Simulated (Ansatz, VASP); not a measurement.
Zr in VASP and in Ansatz

```
Zr
1.0
     3.29664    0.00000    0.00000
    -1.64832    2.79899    0.00000
     0.00000    0.00000    5.14700
Zr
2
Direct
  0.33333 0.66667 0.25000
  0.66667 0.33333 0.75000
```

Change from the starting cell: strain +0.0200 x Voigt [1, 0, 0, 0, 0, 0], atoms carried along.

Alike in both runs: task single point; functional PBEsol; k mesh 18 × 18 × 10; occupations gaussian, width 0.15 eV; no spin polarisation.

|  | VASP | Ansatz |
| --- | --- | --- |
| version | VASP 6.6.1 | Ansatz 0.2.0 |
| potentials or method | VASP PAW PBE potentials, release 64 (Zr_sv), cutoff 520 eV | scalar-relativistic, plane waves, PAW |
| valence electrons in the cell | 24 | 24 |

Ansatz gave:

- gap on the k mesh at the Fermi level (eV): none
- pressure (GPa): -4.9
- traceless stress, the component that is largest in VASP (GPa): -1.20
- rms of the force components (eV/Å): 0.022

**Question.** What did VASP give for the same quantities?

**Answer.** gap on the k mesh at the Fermi level (eV): none; pressure (GPa): -4.9; traceless stress, the component that is largest in VASP (GPa): -1.20; rms of the force components (eV/Å): 0.021.

VASP's potentials were made for PBE, not for PBEsol. Atom by atom the forces differ by 0.000 eV/Å (rms over components). A gap of «none» marks a metal or a gap that the smearing closes.
